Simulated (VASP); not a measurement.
A run of VASP 6.6.1:

Contents of POSCAR:

```
BN
1.0
    2.6202855191      0.0000000000      0.0000000000
   -1.3101427595      2.2692338247      0.0000000000
    0.0000000000      0.0000000000      4.1446287606
B N
2 2
Direct
    0.6666666667      0.3333333333      0.9997995909
    0.3333333333      0.6666666667      0.4997995909
    0.6666666667      0.3333333333      0.6252004091
    0.3333333333      0.6666666667      0.1252004091
```

Contents of INCAR.step1:

```
SYSTEM = BN
ALGO = Normal
EDIFF = 1E-4
ENCUT = 520
GGA = PE
ISMEAR = 0
LASPH = .TRUE.
LCHARG = .FALSE.
LREAL = .FALSE.
LWAVE = .TRUE.
NBANDS = 16
NELM = 60
PREC = Accurate
SIGMA = 0.05
```

Contents of INCAR.step2:

```
SYSTEM = BN
ALGO = Normal
EDIFF = 1E-6
ENCUT = 520
ISIF = 2
ISMEAR = 0
ISTART = 1
LASPH = .TRUE.
LCHARG = .TRUE.
LELF = .TRUE.
LMIXTAU = .TRUE.
LREAL = .FALSE.
LVHAR = .TRUE.
LWAVE = .FALSE.
METAGGA = R2SCAN
NBANDS = 16
NELM = 60
PREC = Accurate
SIGMA = 0.05
```

KPOINTS

```
k-points
0
G
  12 12 6
  0 0 0
```

Potentials or basis: VASP PAW PBE potentials, release 64 (B, N).

Command:

```bash
$ cat potpaw_PBE.64/B/POTCAR potpaw_PBE.64/N/POTCAR > POTCAR
$ cp INCAR.step1 INCAR
$ mpirun -np 1 vasp_std > vasp.out
$ cp INCAR.step2 INCAR
$ mpirun -np 1 vasp_std > vasp.out
```

Hardware: 1 thread of Intel(R) Xeon(R) Platinum 8259CL CPU @ 2.50GHz (Skylake/Cascade Lake), on a shared host.

Question: How long does it take, and how much memory?

Answer: It took 76 s on 1 thread of Intel(R) Xeon(R) Platinum 8259CL CPU @ 2.50GHz (Skylake/Cascade Lake) (shared host), peak memory 0.15 GiB. Counts: k points 76.
